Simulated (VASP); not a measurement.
Set up this calculation in VASP 6.6.1, as the native input.

```yaml
Task: single point
Functional: PBE
Potentials_or_basis: VASP PAW PBE potentials, release 64 (Si, Ni)
Cutoff: 520 eV
k_mesh: 14 × 12 × 8
Occupations: gaussian, width 0.1 eV
Spin: no spin polarisation
Dipole_correction: no
Further_INCAR_settings: ALGO = Normal; EDIFF = 1e-06; NBANDS = 22
```

The structure of SiNi lies in POSCAR:

```
SiNi
1.0
    3.0266200000      0.0000000000      0.0000000000
    0.0000000000      3.2735000000      0.0000000000
    0.0000000000      0.0000000000      4.6977600000
Si Ni
2 2
Direct
    0.5000000000      0.5000000000      0.8423000000
    0.0000000000      0.0000000000      0.1577000000
    0.5000000000      0.5000000000      0.3442200000
    0.0000000000      0.0000000000      0.6557800000
```

One way to write it, as run:

INCAR

```
SYSTEM = SiNi
ALGO = Normal
EDIFF = 1E-6
ENCUT = 520
GGA = PE
ISIF = 2
ISMEAR = 0
LASPH = .True.
LCHARG = .False.
LREAL = .False.
LWAVE = .False.
NBANDS = 22
NELM = 80
PREC = Accurate
SIGMA = 0.1
```

KPOINTS

```
k-points
0
Gamma
  14 12 8
  0 0 0
```

Potentials or basis: VASP PAW PBE potentials, release 64 (Si, Ni).

Launch:

```sh
$ cat potpaw_PBE.64/Si/POTCAR potpaw_PBE.64/Ni/POTCAR > POTCAR
$ mpirun -np 1 vasp_std > vasp.out
```

Results of the run:

- Pressure: 1.2 GPa
- Largest force: 0.115 eV/Å
- Band gap on the k mesh: zero (bands 14 and 15 overlap by 2.39 eV)

Run time: 5.4 min on 1 thread of Intel Xeon 8259CL, with other jobs on the host, peak memory 0.32 GiB.
